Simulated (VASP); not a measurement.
A run of VASP 6.6.1 is set up as follows.

Contents of POSCAR:

```
GaAs
1.0
    0.0000000000      2.8268500000      2.8268500000
    2.8268500000      0.0000000000      2.8268500000
    2.8268500000      2.8268500000      0.0000000000
As Ga
1 1
Direct
    0.7500000000      0.7500000000      0.7500000000
    0.0000000000      0.0000000000      0.0000000000
```

The input INCAR.step1:

```
ALGO = Normal
EDIFF = 1E-5
ENCUT = 520
GGA = PE
ISIF = 2
ISMEAR = -1
LASPH = True
LCHARG = False
LREAL = False
LWAVE = True
NBANDS = 16
NELM = 60
PREC = Accurate
SIGMA = 0.05
```

Contents of INCAR.step2:

```
AEXX = 0.25
ALGO = Normal
EDIFF = 1E-6
ENCUT = 520
GGA = PE
ISIF = 2
ISMEAR = -1
ISTART = 1
LASPH = True
LCHARG = False
LHFCALC = True
LREAL = False
LWAVE = False
NBANDS = 16
NELM = 60
PREC = Accurate
PRECFOCK = Normal
SIGMA = 0.05
```

KPOINTS

```
k-points
0
Gamma
  4 4 4
```

Potentials or basis: VASP PAW PBE potentials, release 64 (As, Ga_d).

The run is started by

```console
$ cat potpaw_PBE.64/As/POTCAR potpaw_PBE.64/Ga_d/POTCAR > POTCAR
$ cp INCAR.step1 INCAR
$ mpirun -np 1 vasp_std > vasp.out
$ cp INCAR.step2 INCAR
$ mpirun -np 1 vasp_std > vasp.out
```

What does it give for the band gap on the k mesh?

2.18 eV, direct.

What does it give for the pressure?

1.0 GPa.

Caveat: the k points lie up to 0.48 Å⁻¹ apart; the PAW data sets were made with another functional, which shifts forces and pressure a little. A k mesh can miss the band edges.
